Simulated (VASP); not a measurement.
Input of a VASP 6.6.1 run:

Contents of INCAR:

```
PREC = Accurate ; ENCUT = 520
EDIFF = 1E-7 ; ISMEAR = 0
SIGMA = 0.05 ; LREAL = False
LASPH = True ; NELM = 100
ALGO = Normal ; ISIF = 2
LWAVE = False ; LCHARG = False
NBANDS = 16
```

File KPOINTS:

```
regular mesh
0
Gamma
  12 12 6
```

File POSCAR:

```
SiC
1.0
    3.0294870667      0.0000000000      0.0000000000
   -1.5147435334      2.6236127602      0.0000000000
    0.0000000000      0.0000000000      5.1049886560
Si C
2 2
Direct
    0.3333333333      0.6666666667      0.0046041256
    0.6666666667      0.3333333333      0.5046041256
    0.3333333333      0.6666666667      0.4252507829
    0.6666666667      0.3333333333      0.9252507829
```

Potentials or basis: VASP PAW LDA potentials, release 64 (Si, C).

The run is started by

```bash
$ cat potpaw_LDA.64/Si/POTCAR potpaw_LDA.64/C/POTCAR > POTCAR
$ mpirun -np 1 vasp_std > vasp.out
```

Q: What does it give for the largest force?

A: 2.329 eV/Å.

Q: Estimate the band gap on the k mesh.

A: 1.94 eV, indirect (least direct gap 4.06 eV).

Q: Estimate the pressure.

A: 7.3 GPa.

Stress tensor (GPa, compression positive):
```
 16.30   0.00   0.00
  0.00  16.30   0.00
  0.00   0.00 -10.77
```

Caveat: forces of over 1 eV/Å act on the atoms, so gaps and moduli don't describe the material at rest. A k mesh can miss the band edges.
